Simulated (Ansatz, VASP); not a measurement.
Two plane-wave programs on ZnS

```
Zn S
1.0
     3.78523    0.00000    0.00000
    -1.89261    3.27810    0.00000
     0.00000    0.00000   18.57484
Zn S
6 6
Cartesian
  0.0000 0.0000 0.0005
  0.0000 0.0000 9.2879
  0.0000 2.1854 3.1914
  1.8926 1.0927 12.4788
  1.8926 1.0927 6.1905
  0.0000 2.1854 15.4780
  0.0000 0.0000 2.3239
  0.0000 0.0000 11.6114
  0.0000 2.1854 5.4171
  1.8926 1.0927 14.7045
  1.8926 1.0927 8.5096
  0.0000 2.1854 17.7970
```

Alike in both runs: task single point; functional PBEsol; k mesh 9 × 9 × 2; occupations gaussian, width 0.05 eV; no spin polarisation.

|  | VASP | Ansatz |
| --- | --- | --- |
| version | VASP 6.6.1 | Ansatz 0.2.0 |
| potentials or method | VASP PAW PBE potentials, release 64 (Zn, S), cutoff 520 eV | scalar-relativistic, plane waves, PAW |
| valence electrons in the cell | 108 | 108 |

|  | VASP | Ansatz | Ansatz less VASP |
| --- | --- | --- | --- |
| gap on the k mesh at the Fermi level (eV) | 2.05 | 2.05 | -0.005 |
| least direct gap on the mesh (eV) | 2.05 | 2.05 | -0.005 |
| pressure (GPa) | 0.3 | 0.1 | -0.17 |
| traceless stress, the component that is largest in VASP (GPa) | 1.09 | 1.08 | -0.009 |
| rms of the force components (eV/Å) | 0.265 | 0.263 | -0.0021 |

VASP's potentials were made for PBE, not for PBEsol. Atom by atom the forces differ by 0.002 eV/Å (rms over components).
